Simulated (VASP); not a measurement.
Write the native input for VASP 6.6.1 that does the following.

- Task: single point
- Functional: BLYP
- Dispersion: D4
- Potentials or basis: VASP PAW PBE potentials, release 64 (Hf_pv, O)
- Cutoff: 520 eV
- k mesh: 4 × 4 × 4
- Occupations: fermi-dirac, width 0.05 eV
- Spin: no spin polarisation
- Dipole correction: no
- Further INCAR settings: ALGO = Normal; EDIFF = 1e-07; NBANDS = 56

The structure of HfO2 lies in POSCAR:

```
HfO2
1.0
    5.1602655035      0.0000000000     -0.0050850660
    0.0000000000      5.2058800242      0.0000000000
   -0.8709343934      0.0000000000      5.2877396855
Hf O
4 8
Direct
    0.2752044722      0.4587668491      0.7086777003
    0.7247955278      0.9587668491      0.7913222997
    0.7247955278      0.5412331509      0.2913222997
    0.2752044722      0.0412331509      0.2086777003
    0.0669777319      0.1729423736      0.8490323614
    0.9330222681      0.6729423736      0.6509676386
    0.9330222681      0.8270576264      0.1509676386
    0.0669777319      0.3270576264      0.3490323614
    0.4483048809      0.7430697051      0.9759749729
    0.5516951191      0.2430697051      0.5240250271
    0.5516951191      0.2569302949      0.0240250271
    0.4483048809      0.7569302949      0.4759749729
```

One way to write it, as run:

INCAR

```
SYSTEM = HfO2
PREC = Accurate ; ENCUT = 520
EDIFF = 1E-7 ; ISMEAR = -1
SIGMA = 0.05 ; LREAL = .False.
LASPH = .True. ; NELM = 80
ALGO = Normal ; ISIF = 2
LWAVE = .False. ; LCHARG = .True.
GGA = B5 ; ALDAX = 1.0
AGGAX = 1.0 ; AGGAC = 1.0
ALDAC = 0.0 ; IVDW = 13
VDW_S6 = 1.0 ; VDW_S8 = 2.34076671
VDW_A1 = 0.44488865 ; VDW_A2 = 4.0933009
LELF = .True. ; LVHAR = .True.
NBANDS = 56
```

KPOINTS

```
Automatic mesh
0
Gamma
  4 4 4
  0 0 0
```

Potentials or basis: VASP PAW PBE potentials, release 64 (Hf_pv, O).

The run is started by

```sh
$ cat potpaw_PBE.64/Hf_pv/POTCAR potpaw_PBE.64/O/POTCAR > POTCAR
$ mpirun -np 1 vasp_std > vasp.out
```

It gave:

```yaml
Pressure: -2.3 GPa
Largest_force: 0.063 eV/Å
Band_gap_on_the_k_mesh: 4.05 eV (least direct gap 4.12 eV)
Dispersion_energy_per_atom: -0.337 eV
```

Caveat: the PAW data sets were made with another functional, which shifts forces and pressure a little; spin-orbit coupling is left out, which moves the levels of the heavy elements.

Run time: 7.5 min on 1 thread of Intel Xeon 8259CL (shared host), peak memory 0.34 GiB.
